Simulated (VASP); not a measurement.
# ZrO5: single point with PBE

ZrO5:

```
Zr O
1.0
     4.17107    0.00000    0.00000
    -2.08554    3.61225    0.00000
     0.00000    0.00000    4.12905
Zr O
1 5
Direct
  0.00000 0.00000 0.00000
  0.33333 0.66667 0.16698
  0.33333 0.66667 0.83302
  0.66667 0.33333 0.83302
  0.66667 0.33333 0.16698
  0.00000 0.00000 0.50000
```

The cell was built from a structure type or drawn by symmetry, and may not be a known phase.

```yaml
Program: VASP 6.6.1
Task: single point
Functional: PBE
Potentials_or_basis: VASP PAW PBE potentials, release 64 (Zr_sv, O)
Cutoff: 520 eV
k_mesh: 6 × 6 × 2
Occupations: gaussian, width 0.1 eV
Spin: no spin polarisation
```

```json
{"Pressure": "1.0 GPa", "Largest force": "0.398 eV/Å", "Band gap on the k mesh": "zero (bands 21 and 22 overlap by 1.36 eV)"}
```

Forces in eV/Å, atoms in the order of the input:
```
Zr   0.000  0.000  0.000
O    0.000  0.000  0.398
O    0.000  0.000 -0.398
O    0.000  0.000 -0.398
O    0.000  0.000  0.398
O    0.000  0.000  0.000
```

Stress tensor (GPa, compression positive):
```
0.11 0.00 0.00
0.00 0.11 0.00
0.00 0.00 2.85
```

Levels at points of the mesh, in eV from the Fermi level:
| k point | band 18 | band 19 | band 20 | band 21 | band 22 | band 23 | band 24 | band 25 |
| --- | --- | --- | --- | --- | --- | --- | --- | --- |
| (0.00, 0.00, 0.00) | -1.11 | -1.11 | -0.92 | -0.67 | -0.67 | 3.97 | 3.97 | 4.13 |
| (0.50, 0.00, 0.00) | -0.77 | -0.60 | -0.59 | -0.49 | 0.28 | 2.22 | 3.29 | 3.55 |
| (0.00, 0.00, 0.50) | -2.91 | -2.34 | -2.34 | 0.69 | 0.69 | 3.97 | 4.44 | 4.44 |
| (0.50, 0.00, 0.50) | -2.25 | -1.85 | -0.20 | -0.01 | 0.15 | 2.25 | 3.57 | 4.11 |

Run time: 39 s on 1 thread of Intel Xeon 8259CL, with other jobs on the host, peak memory 0.18 GiB.

Caveat: the k points lie up to 0.76 Å⁻¹ apart, too coarse for converged energies and pressures of a metal.
